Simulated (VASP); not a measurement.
# AgBr (Fm-3m) in VASP: notebook

AgBr is run at these levels: PBEsol; tasks: relaxation of cell and atoms.

Everything below comes from runs of VASP 6.6.1. Logs are shortened: lines on timing, memory, paths and dates and some standing lists are left out, and cuts for length are marked.

## Step 1: The cell of the first run

Symmetry: Fm-3m, No. 225, cubic system. The conventional cell has a = 5.675 Å, b = 5.675 Å, c = 5.675 Å, α = 90.00°, β = 90.00°, γ = 90.00°. Within 3.7 Å of Ag (site symmetry m-3m) lie 6 Br at 2.84 Å. Br (site symmetry m-3m) has 6 Ag at 2.84 Å within 3.7 Å.

## Step 2: Relaxation of cell and atoms, PBEsol, target pressure 1 GPa, at which the enthalpy is minimised

INCAR reads:

```
PREC     = Accurate       # precision mode
ENCUT    = 500            # plane-wave cutoff, eV
EDIFF    = 1E-7           # SCF threshold, eV
ISMEAR   = 0              # smearing method
SIGMA    = 0.01           # smearing width, eV
LREAL    = F              # projectors in reciprocal space
LASPH    = T              # aspherical terms in the spheres
NELM     = 120            # most SCF steps
ALGO     = Normal         # electronic algorithm
ISIF     = 3              # what is computed and relaxed
LWAVE    = F              # write WAVECAR
LCHARG   = F              # write CHGCAR
GGA      = PS             # functional
IBRION   = 2              # ionic algorithm
NSW      = 100            # ionic steps
EDIFFG   = -0.002         # ionic threshold
PSTRESS  = 10.0         
GGA_COMPAT= F            
NELMIN   = 4
```

KPOINTS reads:

```
regular mesh
0
Gamma
  8 8 8
```

POSCAR reads:

```
AgBr
1.0
    0.0000000000      2.8376950391      2.8376950391
    2.8376950391      0.0000000000      2.8376950391
    2.8376950391      2.8376950391      0.0000000000
Ag Br
1 1
Direct
    0.0000000000      0.0000000000      0.0000000000
    0.5000000000      0.5000000000      0.5000000000
```

Potentials or basis: VASP PAW PBE potentials, release 64 (Ag, Br).

On the command line:

```
$ cat potpaw_PBE.64/Ag/POTCAR potpaw_PBE.64/Br/POTCAR > POTCAR
$ mpirun -np 1 vasp_std > vasp.out
```

OUTCAR:

```text
PREC = Accurate
   ENCUT = 500
   EDIFF = 1E-7
   ISMEAR = 0
   LREAL = F
   LASPH = T
   NELM = 120
   ISIF = 3
   GGA = PS
   IBRION = 2
   NSW = 100
   EDIFFG = -0.002
   PSTRESS = 10.0
   NELMIN = 4

 ion  position               nearest neighbor table
   1  0.000  0.000  0.000-   2 2.84   2 2.84   2 2.84   2 2.84   2 2.84   2 2.84
   2  0.500  0.500  0.500-   1 2.84   1 2.84   1 2.84   1 2.84   1 2.84   1 2.84

  LATTYP: Found a face centered cubic cell.
 ALAT       =     5.6753900782

  Lattice vectors:

 A1 = (   0.0000000000,   2.8376950391,   2.8376950391)
 A2 = (   2.8376950391,   0.0000000000,   2.8376950391)
 A3 = (   2.8376950391,   2.8376950391,   0.0000000000)

Analysis of symmetry for initial positions (statically):
=====================================================================
 Subroutine PRICEL returns:
 Original cell was already a primitive cell.

 Routine SETGRP: Setting up the symmetry group for a
 face centered cubic supercell.

 Subroutine GETGRP returns: Found 48 space group operations
 (whereof 48 operations were pure point group operations)
 out of a pool of 48 trial point group operations.

The static configuration has the point symmetry O_h .

Analysis of symmetry for dynamics (positions and initial velocities):
=====================================================================
 Subroutine PRICEL returns:
 Original cell was already a primitive cell.

 Routine SETGRP: Setting up the symmetry group for a
 face centered cubic supercell.

 Subroutine GETGRP returns: Found 48 space group operations
 (whereof 48 operations were pure point group operations)
 out of a pool of 48 trial point group operations.

The dynamic configuration has the point symmetry O_h .

 Subroutine INISYM returns: Found 48 space group operations
 (whereof 48 operations are pure point group operations),
 and found     1 'primitive' translations

----------------------------------------------------------------------------------------

                                     Primitive cell

  volume of cell :      45.7012

  direct lattice vectors                    reciprocal lattice vectors
     0.000000000  2.837695039  2.837695039    -0.176199342  0.176199342  0.176199342
     2.837695039  0.000000000  2.837695039     0.176199342 -0.176199342  0.176199342
     2.837695039  2.837695039  0.000000000     0.176199342  0.176199342 -0.176199342

  length of vectors
     4.013106810  4.013106810  4.013106810     0.305186213  0.305186213  0.305186213

  position of ions in fractional coordinates (direct lattice)
     0.000000000  0.000000000  0.000000000
     0.500000000  0.500000000  0.500000000

  ion indices of the primitive-cell ions
   primitive index   ion index
                 1           1
                 2           2

----------------------------------------------------------------------------------------

 KPOINTS: regular mesh

Automatic generation of k-mesh.
 Grid dimensions read from file:
 generate k-points for:    8    8    8

 Generating k-lattice:

  Cartesian coordinates                     Fractional coordinates (reciprocal lattice)
    -0.022024918  0.022024918  0.022024918     0.125000000  0.000000000  0.000000000
     0.022024918 -0.022024918  0.022024918     0.000000000  0.125000000  0.000000000
     0.022024918  0.022024918 -0.022024918     0.000000000  0.000000000  0.125000000

  Length of vectors
     0.038148277  0.038148277  0.038148277

  Shift w.r.t. Gamma in fractional coordinates (k-lattice)
     0.000000000  0.000000000  0.000000000

 Subroutine IBZKPT returns following result:
 ===========================================

 Found     29 irreducible k-points:

 Following reciprocal coordinates:
            Coordinates               Weight
  0.000000  0.000000  0.000000      1.000000
  0.125000  0.000000  0.000000      8.000000
  0.250000  0.000000  0.000000      8.000000
  0.375000  0.000000  0.000000      8.000000
  0.500000  0.000000  0.000000      4.000000
  0.125000  0.125000  0.000000      6.000000
[... 16 lines left out ...]
  0.500000  0.250000  0.125000     48.000000
 -0.375000  0.250000  0.125000     24.000000
 [... further k-points ...]
   k-points           NKPTS =     29   k-points in BZ     NKDIM =     29   number of bands    NBANDS=     13
   number of dos      NEDOS =    301   number of ions     NIONS =      2
   total plane-waves  NPLWV =  27000
   dimension x,y,z NGX =    30 NGY =   30 NGZ =   30
   dimension x,y,z NGXF=    60 NGYF=   60 NGZF=   60
   ions per type =               1   1
   NGX,Y,Z   is equivalent  to a cutoff of  12.43, 12.43, 12.43 a.u.
   NGXF,Y,Z  is equivalent  to a cutoff of  24.86, 24.86, 24.86 a.u.
 SYSTEM =  unknown system
   PREC   = accura    normal or accurate (medium, high low for compatibility)
   ISTART =      0    job   : 0-new  1-cont  2-samecut
   ICHARG =      2    charge: 1-file 2-atom 10-const
   ISPIN  =      1    spin polarized calculation?
   LNONCOLLINEAR =      F non collinear calculations
   LSORBIT =      F    spin-orbit coupling
   LASPH  =      T    aspherical Exc in radial PAW
   ENCUT  =  500.0 eV  36.75 Ry    6.06 a.u.   7.32  7.32  7.32*2*pi/ulx,y,z
   NELM   =    120;   NELMIN=  4; NELMDL= -5     # of ELM steps
   EDIFF  = 0.1E-06   stopping-criterion for ELM
   LREAL  =      F    real-space projection
   EDIFFG = -.2E-02   stopping-criterion for IOM
   NSW    =    100    number of steps for IOM
   IBRION =      2    ionic relax: 0-MD 1-quasi-New 2-CG
   NFREE  =      1    steps in history (QN), initial steepest desc. (CG)
   ISIF   =      3    stress and relaxation
   ISYM   =      2    0-nonsym 1-usesym 2-fastsym
   POTIM  = 0.5000    time-step for ionic-motion
   TEBEG  =    0.0;   TEEND  =   0.0 temperature during run
   PSTRESS=   10.0 pullay stress
   NELECT =      18.0000    total number of electrons
   NUPDOWN=      -1.0000    fix difference up-down
   EMIN   =  10.00;   EMAX   =-10.00  energy-range for DOS
   EFERMI =   0.00;   METHOD = LEGACY
   ISMEAR =     0;   SIGMA  =   0.01  broadening in eV -4-tet -1-fermi 0-gaus
   EFERMI_NEDOS =   21; number of points for ismear=-14 and -15
   IALGO  =     38    algorithm
   IMIX   =      4    mixing-type and parameters
     AMIX     =   0.40;   BMIX     =  1.00
     AMIX_MAG =   1.60;   BMIX_MAG =  1.00
  volume/ion in A,a.u.               =      22.85       154.20
  Fermi-wavevector in a.u.,A,eV,Ry     =   1.200024  2.267717 19.593174  1.440058
  Thomas-Fermi vector in A             =   2.335871
   LORBIT       =      0    0 simple, 1 ext, 2 COOP (PROOUT), +10 PAW based schemes
   GGA     = PS    functional components
   LHFCALC =     F    Hartree Fock is set to
   AEXX    =    0.0000 exact exchange contribution
   IVDW    =     0    specifies the selected vdW correction
   LEPSILON=     F    determine dielectric tensor
   LRPA    =     F    only Hartree local field effects (RPA)
 conjugate gradient relaxation of ions
 non-spin polarized calculation
 Gauss-broadening in eV      SIGMA  =   0.01
  energy-cutoff  :      500.00
  volume of cell :       45.70
 maximum number of plane-waves:      1211
 NGX is ok and might be reduce to    30
   NGX = 15   NGY = 15   NGZ = 15

--------------------------------------- Ionic step        1  -------------------------------------------

 number of electron      17.9999998 magnetization

 Free energy of the ion-electron system (eV)
  ---------------------------------------------------
  ext. energy  EPLUGINS =         0.00000000
  ---------------------------------------------------
  free energy    TOTEN  =        -5.69826878 eV

  energy without entropy =       -5.69826878  energy(sigma->0) =       -5.69826878

------------------------ aborting loop because EDIFF is reached ----------------------------------------

  FORCE on cell =-STRESS in cart. coord.  units (eV):
  Direction    XX          YY          ZZ          XY          YZ          ZX
  --------------------------------------------------------------------------------------
  -------------------------------------------------------------------------------------
  Total       -0.0174002     -0.0174002     -0.0174002      0.0000000      0.0000000     -0.0000000
  in kB       -0.6100100     -0.6100100     -0.6100100      0.0000000      0.0000000     -0.0000000
  external PRESSURE =     -10.6100100 kB  Pullay stress =      10.0000000 kB
[... 61 lines left out ...]
  enthalpy is  TOTEN    =        -5.4159380455 eV   P V=        0.2790425330

--------------------------------------- Ionic step        3  -------------------------------------------

 number of electron      17.9999997 magnetization

 Free energy of the ion-electron system (eV)
  ---------------------------------------------------
  ext. energy  EPLUGINS =         0.00000000
  ---------------------------------------------------
  free energy    TOTEN  =        -5.69574936 eV

  energy without entropy =       -5.69574936  energy(sigma->0) =       -5.69574936

 E-fermi :   4.2234     XC(G=0): -10.3608

 val. band max:        4.1785184190   @ k =   0.5000   0.0000   0.0000
 cond. band min:       4.6766022474   @ k =   0.0000   0.0000   0.0000
 fundamental gap:      0.4980838284
 Fermi energy:         4.2233526906

 k-point     1 :       0.0000    0.0000    0.0000
  band No.  band energies     occupation
      1     -11.2978      2.00000
      2       1.1080      2.00000
      3       1.1080      2.00000
      4       1.1080      2.00000
      5       1.1090      2.00000
      6       1.1090      2.00000
      7       2.0312      2.00000
      8       2.0312      2.00000
      9       2.0312      2.00000
     10       4.6766      0.00000
     11      13.9743      0.00000
     12      13.9743      0.00000
     13      13.9743      0.00000
[... 353 lines left out ...]
 k-point    24 :      -0.3750    0.2500    0.1250
  band No.  band energies     occupation
      1     -10.7279      2.00000
      2      -1.1695      2.00000
      3      -0.3179      2.00000
      4      -0.2644      2.00000
      5       1.4119      2.00000
      6       1.4750      2.00000
      7       1.7793      2.00000
      8       2.8491      2.00000
      9       3.4746      2.00000
     10       8.6395      0.00000
     11       9.1826      0.00000
     12      11.8855      0.00000
     13      12.0398      0.00000

 [... further k-points ...]

------------------------ aborting loop because EDIFF is reached ----------------------------------------

  FORCE on cell =-STRESS in cart. coord.  units (eV):
  Direction    XX          YY          ZZ          XY          YZ          ZX
  --------------------------------------------------------------------------------------
  -------------------------------------------------------------------------------------
  Total        0.2809647      0.2809647      0.2809647     -0.0000000      0.0000000      0.0000000
  in kB       10.0431397     10.0431397     10.0431397     -0.0000000      0.0000000      0.0000000
  external PRESSURE =       0.0431397 kB  Pullay stress =      10.0000000 kB
[... 17 lines left out ...]
  FREE ENERGIE OF THE ION-ELECTRON SYSTEM (eV)
  ---------------------------------------------------
  free  energy   TOTEN  =        -5.6957493568 eV

  energy  without entropy=       -5.6957493568  energy(sigma->0) =       -5.69574936

  enthalpy is  TOTEN    =        -5.4159915289 eV   P V=        0.2797578280

 reached required accuracy - stopping structural energy minimisation
```

Wall time 78 s (1 thread of Intel Xeon 8259CL, shared host); peak memory 0.18 GiB.

Results:

```
Free energy                                            : -5.6957 eV
Relaxed volume                                         : 22.41 Å³/atom
Relaxed cell                                           : a = 3.987 Å, b = 3.987 Å, c = 3.987 Å, α = 60.00°, β = 60.00°, γ = 60.00°
Space group after relaxing (to 0.05 Å)                 : Fm-3m (No. 225)
Energy change on relaxing (the enthalpy is what falls) : +1.3 meV/atom
Ionic steps                                            : 3
Pressure after relaxing                                : 1.0 GPa
Band gap on the k mesh                                 : 0.50 eV, indirect (least direct gap 2.65 eV)
```

The path:
| step | energy change (eV) | largest force (eV/Å) | pressure (GPa) | volume (Å³) |
| --- | --- | --- | --- | --- |
| 1 | 0.0000 | 0.0000 | -0.06 | 45.70 |
| 2 | 0.0033 | 0.0000 | 1.15 | 44.71 |
| 3 | 0.0025 | 0.0000 | 1.00 | 44.82 |

Final structure:
```
Ag Br
1.0
     0.00000    2.81938    2.81938
     2.81938    0.00000    2.81938
     2.81938    2.81938    0.00000
Ag Br
1 1
Cartesian
  0.0000 0.0000 0.0000
  2.8194 2.8194 2.8194
```

Levels at points of the mesh, in eV from the valence-band top:
| k point | band 7 | band 8 | band 9 | band 10 | band 11 | band 12 |
| --- | --- | --- | --- | --- | --- | --- |
| (0.00, 0.00, 0.00) | -2.15 | -2.15 | -2.15 | 0.50 | 9.80 | 9.80 |
| (0.50, 0.00, 0.00) | -2.34 | 0.00 | 0.00 | 3.39 | 6.52 | 6.52 |
| (0.50, 0.50, 0.00) | -2.59 | -2.59 | -2.45 | 1.35 | 6.81 | 9.13 |

Caveat: the cell is relaxed towards a set pressure, so the enthalpy falls and the energy may rise; the PAW data sets were made with another functional, which shifts forces and pressure a little.

(Part 1 of 2 ends here.)
